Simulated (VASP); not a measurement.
# Mn (P6/mmm) in VASP: notebook

Mn is run at these levels: LDA; tasks: relaxation of cell and atoms, single point.

Everything below comes from runs of VASP 6.6.1. Logs are shortened: lines on timing, memory, paths and dates and some standing lists are left out, and cuts for length are marked.

## (1) The cell of the first run

It takes space group P6/mmm (No. 191, hexagonal). The conventional cell has a = 2.000 Å, b = 2.000 Å, c = 1.752 Å, α = 90.00°, β = 90.00°, γ = 120.00°. Within 2.3 Å of Mn (site symmetry 6/mmm) lie 8 Mn at 1.75 to 2.00 Å.

This isn't the form of Mn at room conditions, which is a 58-atom cubic cell.

## (2) Relaxation of cell and atoms, LDA, collinear spin, ferromagnetic start, target pressure 500 GPa, at which the enthalpy is minimised

File INCAR:

```
  PREC = Accurate
  ENCUT = 600
  EDIFF = 1E-6
  ISMEAR = -1
  SIGMA = 0.1
  LREAL = F
  LASPH = T
  NELM = 150
  ALGO = Normal
  ISIF = 3
  LWAVE = F
  LCHARG = F
  ISPIN = 2
  MAGMOM = 3
  LORBIT = 11
  LMAXMIX = 4
  GGA = CA
  IBRION = 2
  NSW = 32
  EDIFFG = -0.005
  PSTRESS = 5000.0
```

File KPOINTS:

```
regular mesh
0
Gamma
  22 22 20
```

File POSCAR:

```
Mn
1.0
    2.0003775903      0.0000000000      0.0000000000
   -1.0001887951      1.7323778104      0.0000000000
    0.0000000000      0.0000000000      1.7516170340
Mn
1
Direct
    0.0000000000      0.0000000000      0.0000000000
```

Potentials or basis: VASP PAW LDA potentials, release 64 (Mn_pv).

Started as:

```
$ cat potpaw_LDA.64/Mn_pv/POTCAR > POTCAR
$ mpirun -np 1 vasp_std > vasp.out
```

OUTCAR:

```text
PREC = Accurate
   ENCUT = 600
   EDIFF = 1E-6
   ISMEAR = -1
   LREAL = F
   LASPH = T
   NELM = 150
   ISIF = 3
   ISPIN = 2
   LORBIT = 11
   GGA = CA
   IBRION = 2
   NSW = 32
   EDIFFG = -0.005
   PSTRESS = 5000.0

 ion  position               nearest neighbor table
   1  0.000  0.000  0.000-

  LATTYP: Found a hexagonal cell.
 ALAT       =     2.0003775903
 C/A-ratio  =     0.8756431998

  Lattice vectors:

 A1 = (   2.0003775903,   0.0000000000,   0.0000000000)
 A2 = (  -1.0001887951,   1.7323778104,   0.0000000000)
 A3 = (   0.0000000000,   0.0000000000,   1.7516170340)

Analysis of symmetry for initial positions (statically):
=====================================================================
 Subroutine PRICEL returns:
 Original cell was already a primitive cell.

 Routine SETGRP: Setting up the symmetry group for a
 hexagonal supercell.

 Subroutine GETGRP returns: Found 24 space group operations
 (whereof 24 operations were pure point group operations)
 out of a pool of 24 trial point group operations.

The static configuration has the point symmetry D_6h.

Analysis of symmetry for dynamics (positions and initial velocities):
=====================================================================
 Subroutine PRICEL returns:
 Original cell was already a primitive cell.

 Routine SETGRP: Setting up the symmetry group for a
 hexagonal supercell.

 Subroutine GETGRP returns: Found 24 space group operations
 (whereof 24 operations were pure point group operations)
 out of a pool of 24 trial point group operations.

The dynamic configuration has the point symmetry D_6h.

Analysis of structural, dynamic, and magnetic symmetry:
=====================================================================
 Subroutine PRICEL returns:
 Original cell was already a primitive cell.

 Routine SETGRP: Setting up the symmetry group for a
 hexagonal supercell.

 Subroutine GETGRP returns: Found 24 space group operations
 (whereof 24 operations were pure point group operations)
 out of a pool of 24 trial point group operations.

The overall configuration has the point symmetry D_6h.

 Subroutine INISYM returns: Found 24 space group operations
 (whereof 24 operations are pure point group operations),
 and found     1 'primitive' translations

----------------------------------------------------------------------------------------

                                     Primitive cell

  volume of cell :       6.0701

  direct lattice vectors                    reciprocal lattice vectors
     2.000377590  0.000000000  0.000000000     0.499905620  0.288620644  0.000000000
    -1.000188795  1.732377810  0.000000000     0.000000000  0.577241289  0.000000000
     0.000000000  0.000000000  1.751617034     0.000000000  0.000000000  0.570901048

  length of vectors
     2.000377590  2.000377590  1.751617034     0.577241289  0.577241289  0.570901048

  position of ions in fractional coordinates (direct lattice)
     0.000000000  0.000000000  0.000000000

  ion indices of the primitive-cell ions
   primitive index   ion index
                 1           1

----------------------------------------------------------------------------------------

 KPOINTS: regular mesh

Automatic generation of k-mesh.
 Grid dimensions read from file:
 generate k-points for:   22   22   20

 Generating k-lattice:

  Cartesian coordinates                     Fractional coordinates (reciprocal lattice)
     0.022722983  0.013119120  0.000000000     0.045454545 -0.000000000  0.000000000
     0.000000000  0.026238240  0.000000000     0.000000000  0.045454545  0.000000000
     0.000000000  0.000000000  0.028545052     0.000000000  0.000000000  0.050000000

  Length of vectors
     0.026238240  0.026238240  0.028545052

  Shift w.r.t. Gamma in fractional coordinates (k-lattice)
     0.000000000  0.000000000  0.000000000

 Subroutine IBZKPT returns following result:
 ===========================================

 Found    572 irreducible k-points:

 Following reciprocal coordinates:
            Coordinates               Weight
  0.000000  0.000000  0.000000      1.000000
  0.045455  0.000000  0.000000      6.000000
  0.090909  0.000000  0.000000      6.000000
  0.136364  0.000000  0.000000      6.000000
  0.181818  0.000000  0.000000      6.000000
  0.227273  0.000000  0.000000      6.000000
[... 16 lines left out ...]
  0.090909  0.090909  0.000000      6.000000
  0.136364  0.090909  0.000000     12.000000
 [... further k-points ...]
   k-points           NKPTS =    572   k-points in BZ     NKDIM =    572   number of bands    NBANDS=     12
   number of dos      NEDOS =    301   number of ions     NIONS =      1
   total plane-waves  NPLWV =   3584
   dimension x,y,z NGX =    16 NGY =   16 NGZ =   14
   dimension x,y,z NGXF=    32 NGYF=   32 NGZF=   28
   ions per type =               1
   NGX,Y,Z   is equivalent  to a cutoff of  13.30, 13.30, 13.29 a.u.
   NGXF,Y,Z  is equivalent  to a cutoff of  26.59, 26.59, 26.57 a.u.
 SYSTEM =  unknown system
   PREC   = accura    normal or accurate (medium, high low for compatibility)
   ISTART =      0    job   : 0-new  1-cont  2-samecut
   ICHARG =      2    charge: 1-file 2-atom 10-const
   ISPIN  =      2    spin polarized calculation?
   LNONCOLLINEAR =      F non collinear calculations
   LSORBIT =      F    spin-orbit coupling
   LASPH  =      T    aspherical Exc in radial PAW
   ENCUT  =  600.0 eV  44.10 Ry    6.64 a.u.   4.00  4.00  3.50*2*pi/ulx,y,z
   NELM   =    150;   NELMIN=  2; NELMDL= -5     # of ELM steps
   EDIFF  = 0.1E-05   stopping-criterion for ELM
   LREAL  =      F    real-space projection
   EDIFFG = -.5E-02   stopping-criterion for IOM
   NSW    =     32    number of steps for IOM
   IBRION =      2    ionic relax: 0-MD 1-quasi-New 2-CG
   NFREE  =      1    steps in history (QN), initial steepest desc. (CG)
   ISIF   =      3    stress and relaxation
   ISYM   =      2    0-nonsym 1-usesym 2-fastsym
   POTIM  = 0.5000    time-step for ionic-motion
   TEBEG  =    0.0;   TEEND  =   0.0 temperature during run
   PSTRESS= 5000.0 pullay stress
   NELECT =      13.0000    total number of electrons
   NUPDOWN=      -1.0000    fix difference up-down
   EMIN   =  10.00;   EMAX   =-10.00  energy-range for DOS
   EFERMI =   0.00;   METHOD = LEGACY
   ISMEAR =    -1;   SIGMA  =   0.10  broadening in eV -4-tet -1-fermi 0-gaus
   EFERMI_NEDOS =   21; number of points for ismear=-14 and -15
   IALGO  =     38    algorithm
   IMIX   =      4    mixing-type and parameters
     AMIX     =   0.40;   BMIX     =  1.00
     AMIX_MAG =   1.60;   BMIX_MAG =  1.00
  volume/ion in A,a.u.               =       6.07        40.96
  Fermi-wavevector in a.u.,A,eV,Ry     =   2.110205  3.987710 60.586283  4.452966
  Thomas-Fermi vector in A             =   3.097535
   LORBIT       =     11    0 simple, 1 ext, 2 COOP (PROOUT), +10 PAW based schemes
   GGA     = CA    functional components
   LHFCALC =     F    Hartree Fock is set to
   AEXX    =    0.0000 exact exchange contribution
   IVDW    =     0    specifies the selected vdW correction
   LEPSILON=     F    determine dielectric tensor
   LRPA    =     F    only Hartree local field effects (RPA)
 conjugate gradient relaxation of ions
 spin polarized calculation
  energy-cutoff  :      600.00
  volume of cell :        6.07
 maximum number of plane-waves:       210
 NGX is ok and might be reduce to    16
   NGX =  7   NGY =  7   NGZ =  7

--------------------------------------- Ionic step        1  -------------------------------------------

 number of electron      13.0000002 magnetization       0.0000228

 number of electron      13.0000002 magnetization      -0.0000124

 Free energy of the ion-electron system (eV)
  ---------------------------------------------------
  ext. energy  EPLUGINS =         0.00000000
  ---------------------------------------------------
  free energy    TOTEN  =        -4.76842506 eV

  energy without entropy =       -4.74343144  energy(sigma->0) =       -4.75592825

------------------------ aborting loop because EDIFF is reached ----------------------------------------

  FORCE on cell =-STRESS in cart. coord.  units (eV):
  Direction    XX          YY          ZZ          XY          YZ          ZX
  --------------------------------------------------------------------------------------
  -------------------------------------------------------------------------------------
  Total       20.0558428     20.0558428     23.3723970      0.0000000     -0.0000000      0.0000000
  in kB     5293.6807414   5293.6807416   6169.0754732      0.0000002     -0.0000000      0.0000000
  external PRESSURE =     585.4789854 kB  Pullay stress =    5000.0000000 kB
[... 98 lines left out ...]
  energy  without entropy=       -5.5309143803  energy(sigma->0) =       -5.54478778

  enthalpy is  TOTEN    =        14.1274473044 eV   P V=       19.6861084878

[... ionic steps 4 to 7 ...]

--------------------------------------- Ionic step        8  -------------------------------------------

 number of electron      12.9999991 magnetization      -0.0000001

 number of electron      12.9999991 magnetization       0.0000001
[... 75 lines left out ...]
 number of electron      12.9999990 magnetization       0.0000003

 number of electron      12.9999990 magnetization      -0.0000007

 Free energy of the ion-electron system (eV)
  ---------------------------------------------------
  ext. energy  EPLUGINS =         0.00000000
  ---------------------------------------------------
  free energy    TOTEN  =        -5.31395052 eV

  energy without entropy =       -5.28638529  energy(sigma->0) =       -5.30016790

 E-fermi :  21.1000     XC(G=0): -17.9206

 val. band max:       21.0985476728   @ k =   0.2727   0.1818   0.2000
 cond. band min:      21.1013637739   @ k =   0.3182   0.0000   0.2500
 fundamental gap:      0.0028161012
 Fermi energy:        21.0999916120

 spin component 1

 k-point     1 :       0.0000    0.0000    0.0000
  band No.  band energies     occupation
      1     -26.0120      1.00000
      2     -26.0120      1.00000
      3     -25.2625      1.00000
      4      10.7264      1.00000
      5      12.9043      1.00000
      6      17.8935      1.00000
      7      17.8935      1.00000
      8      25.0881      0.00000
      9      25.0881      0.00000
     10      44.1822      0.00000
     11      51.1845      0.00000
     12      53.0896      0.00000
[... 333 lines left out ...]
      1     -27.4593      1.00000
      2     -26.3786      1.00000
      3     -25.1133      1.00000
      4      13.0471      1.00000
      5      13.7673      1.00000
      6      16.1684      1.00000
      7      20.1444      0.99993
      8      23.7411      0.00000
      9      24.7833      0.00000
     10      45.3739      0.00000
     11      50.4322      0.00000
     12      52.5004      0.00000

 [... further k-points ...]

 spin component 2

 k-point     1 :       0.0000    0.0000    0.0000
  band No.  band energies     occupation
      1     -26.0120      1.00000
      2     -26.0120      1.00000
      3     -25.2625      1.00000
      4      10.7264      1.00000
      5      12.9043      1.00000
      6      17.8935      1.00000
      7      17.8935      1.00000
      8      25.0881      0.00000
      9      25.0881      0.00000
     10      44.1822      0.00000
     11      51.1845      0.00000
     12      53.0896      0.00000
[... 377 lines left out ...]
  energy  without entropy=       -5.2863852909  energy(sigma->0) =       -5.30016790

  enthalpy is  TOTEN    =        14.1203394679 eV   P V=       19.4342899840

 reached required accuracy - stopping structural energy minimisation

 total charge

# of ion       s       p       d       tot
------------------------------------------
    1        0.666   6.809   6.383  13.859

 magnetization (x)

# of ion       s       p       d       tot
------------------------------------------
    1        0.000  -0.000   0.000   0.000
```

Run time: 4.8 min. Hardware: 1 thread of Intel Xeon Platinum 8488C (Sapphire Rapids), shared host; peak memory 0.22 GiB.

Results:

```yaml
Free_energy: -5.3140 eV
Relaxed_volume: 6.23 Å³/atom
Relaxed_cell: a = 2.001 Å, b = 2.001 Å, c = 1.795 Å, α = 90.00°, β = 90.00°, γ = 120.00°
Space_group_after_relaxing_to_0.1_Å: P6/mmm (No. 191)
Energy_change_on_relaxing_the_run_minimises_the_enthalpy: -545.5 meV/atom
Ionic_steps: 10
Pressure_after_relaxing: 499.9 GPa
Net_moment: 0.00 μB per cell
```

The path:
```csv
step,energy change (eV),largest force (eV/Å),pressure (GPa),volume (Å³)
1,0.0000,0.0000,558.55,6.07
2,-3.6728,0.0000,141.79,8.18
3,-0.7902,0.0000,475.55,6.31
4,-0.6479,0.0000,490.34,6.26
5,-0.6359,0.0000,491.82,6.26
6,-0.0171,0.0000,546.51,6.08
7,-0.5420,0.0000,500.57,6.23
8,-0.5367,0.0000,501.00,6.22
9,-0.6031,0.0000,493.99,6.25
10,-0.5455,0.0000,499.88,6.23
```

Final structure:
```cif
data_structure
_symmetry_space_group_name_H-M 'P 1'
_symmetry_Int_Tables_number 1
_cell_length_a 2.0013
_cell_length_b 2.0013
_cell_length_c 1.7953
_cell_angle_alpha 90.000
_cell_angle_beta 90.000
_cell_angle_gamma 120.000
_cell_volume 6.23
loop_
_atom_site_label
_atom_site_type_symbol
_atom_site_fract_x
_atom_site_fract_y
_atom_site_fract_z
_atom_site_occupancy
Mn1 Mn 0.00000 0.00000 0.00000 1
```

Caveat: the cell is relaxed towards a set pressure, so the run minimises the enthalpy, not the energy; atoms lie so close that the PAW spheres overlap strongly, which falsifies energies and pressures.

## (3) Single point, LDA, collinear spin, ferromagnetic start

File INCAR:

```
PREC     = Accurate       # precision mode
ENCUT    = 520            # plane-wave cutoff, eV
EDIFF    = 1E-6           # SCF threshold, eV
ISMEAR   = -1             # smearing method
SIGMA    = 0.1            # smearing width, eV
LREAL    = False          # projectors in reciprocal space
LASPH    = True           # aspherical terms in the spheres
NELM     = 150            # most SCF steps
ALGO     = Normal         # electronic algorithm
ISIF     = 2              # what is computed and relaxed
LWAVE    = False          # write WAVECAR
LCHARG   = True           # write CHGCAR
ISPIN    = 2              # spin polarisation
MAGMOM   = 3              # initial moments
LORBIT   = 11             # projections on sites
LMAXMIX  = 4              # l up to which the mixer works
LELF     = True           # ELF
LVHAR    = True         
NBANDS   = 16             # bands
```

KPOINTS is that of step 2.

POSCAR: that of step 2 with these lines changed.

```diff
@@ -4,3 +4,3 @@
    -1.0001887951      1.7323778104      0.0000000000
-    0.0000000000      0.0000000000      1.7516170340
+    0.0000000000      0.0000000000      1.7516170341
 Mn
```

Potentials or basis: VASP PAW LDA potentials, release 64 (Mn_pv).

Started as:

```
$ cat potpaw_LDA.64/Mn_pv/POTCAR > POTCAR
$ mpirun -np 1 vasp_std > vasp.out
```

Run time: 46 s. Hardware: 1 thread of AMD EPYC 9R45 (Zen 5), shared host; peak memory 0.15 GiB.

Results (log left out):

- Free energy: -4.7672 eV
- Pressure: 558.8 GPa
- Net moment: 0.00 μB per cell

Stress tensor (GPa, compression positive):
```
529.55   0.00   0.00
  0.00 529.55   0.00
  0.00   0.00 617.21
```

Levels at points of the mesh, in eV from the Fermi level:
Spin up:
```tsv
k point	band 4	band 5	band 6	band 7	band 8	band 9
(0.00, 0.00, 0.00)	-10.49	-8.33	-3.40	-3.40	4.25	4.25
(0.50, 0.00, 0.00)	-9.80	-5.95	0.78	1.42	3.54	3.82
(0.00, 0.00, 0.50)	-4.94	-1.71	-1.71	-1.57	-1.57	0.30
(0.50, 0.00, 0.50)	-11.89	-6.20	-3.60	4.49	6.79	11.75
```
Spin down:
```
           k point  band 3  band 4  band 5  band 6  band 7  band 8  band 9  band 10
(0.00, 0.00, 0.00)  -46.02  -10.49   -8.33   -3.40   -3.40    4.25    4.25    22.70
(0.50, 0.00, 0.00)  -45.59   -9.80   -5.95    0.78    1.42    3.54    3.82    16.11
(0.00, 0.00, 0.50)  -46.44   -4.94   -1.71   -1.71   -1.57   -1.57    0.30    17.60
(0.50, 0.00, 0.50)  -47.25  -11.89   -6.20   -3.60    4.49    6.79   11.75    15.03
```

Caveat: atoms lie so close that the PAW spheres overlap strongly, which falsifies energies and pressures; the cell stands under pressure.

[end of part 1 of 2]
